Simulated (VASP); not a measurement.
Input of a VASP 6.6.1 run:

The input INCAR:

```
SYSTEM = MoS2
ALGO = Normal
EDIFF = 1E-7
ENCUT = 520
GGA = PE
ISIF = 2
ISMEAR = 0
IVDW = 12
LASPH = .TRUE.
LCHARG = .TRUE.
LELF = .TRUE.
LREAL = .FALSE.
LVHAR = .TRUE.
LWAVE = .FALSE.
NBANDS = 20
NELM = 80
PREC = Accurate
SIGMA = 0.1
```

File KPOINTS:

```
k-points
0
G
  6 6 6
  0 0 0
```

The input POSCAR:

```
MoS2
1.0
    1.5709877215      0.9070101839      5.9683048880
   -1.5709877215      0.9070101839      5.9683048880
    0.0000000000     -1.8140203678      5.9683048880
Mo S
1 2
Direct
    0.0000000000      0.0000000000      0.0000000000
    0.7558003610      0.7558003610      0.7558003610
    0.2441996390      0.2441996390      0.2441996390
```

Potentials or basis: VASP PAW PBE potentials, release 64 (Mo_sv, S).

Command:

```sh
$ cat potpaw_PBE.64/Mo_sv/POTCAR potpaw_PBE.64/S/POTCAR > POTCAR
$ mpirun -np 1 vasp_std > vasp.out
```

Problem. Estimate the largest force.

Solution. 0.005 eV/Å.

Problem. Predict the pressure.

Solution. -0.1 GPa.

Problem. Estimate the band gap on the k mesh.

Solution. Zero (bands 13 and 14 overlap by 0.49 eV).

Problem. Estimate the dispersion energy per atom.

Solution. -0.446 eV.

Forces in eV/Å, atoms in the order of the input:
```
Mo   0.000  0.000  0.000
S    0.000  0.000 -0.005
S    0.000  0.000  0.005
```

Caveat: the k points lie up to 0.39 Å⁻¹ apart.
